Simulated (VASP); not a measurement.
Input of a VASP 6.6.1 run:

The input INCAR:

```
SYSTEM = Zn
PREC     = Accurate       ! precision mode
ENCUT    = 520            ! plane-wave cutoff, eV
EDIFF    = 1E-6           ! SCF threshold, eV
ISMEAR   = 0              ! smearing method
SIGMA    = 0.15           ! smearing width, eV
LREAL    = .False.        ! projectors in reciprocal space
LASPH    = .True.         ! aspherical terms in the spheres
NELM     = 100            ! most SCF steps
ALGO     = Fast           ! electronic algorithm
ISIF     = 2              ! what is computed and relaxed
LWAVE    = .False.        ! write WAVECAR
LCHARG   = .True.         ! write CHGCAR
GGA      = PS             ! functional
LELF     = .True.         ! ELF
LVHAR    = .True.       
NBANDS   = 19             ! bands
```

KPOINTS

```
Automatic mesh
0
Gamma
  24 24 10
  0 0 0
```

File POSCAR:

```
Zn
1.0
    2.6647980532      0.0000000000      0.0000000000
   -1.3323990266      2.3077828100      0.0057694570
    0.0000000000      0.0123667500      4.9467000000
Zn
2
Direct
    0.3333333333      0.6666666667      0.2500000000
    0.6666666667      0.3333333333      0.7500000000
```

Potentials or basis: VASP PAW PBE potentials, release 64 (Zn).

Command:

```console
$ cat potpaw_PBE.64/Zn/POTCAR > POTCAR
$ mpirun -np 1 vasp_std > vasp.out
```

(1) Predict the pressure.

(2) What does it give for the band gap on the k mesh?

Answers

(1) -4.7 GPa.

(2) zero (bands 12 and 13 overlap by 4.46 eV).

Caveat: the cell differs from its parent crystal (strain +0.0050 x Voigt [0, 0, 0, 1, 0, 0]); the cell stands under tension; the PAW data sets were made with another functional, which shifts forces and pressure a little.
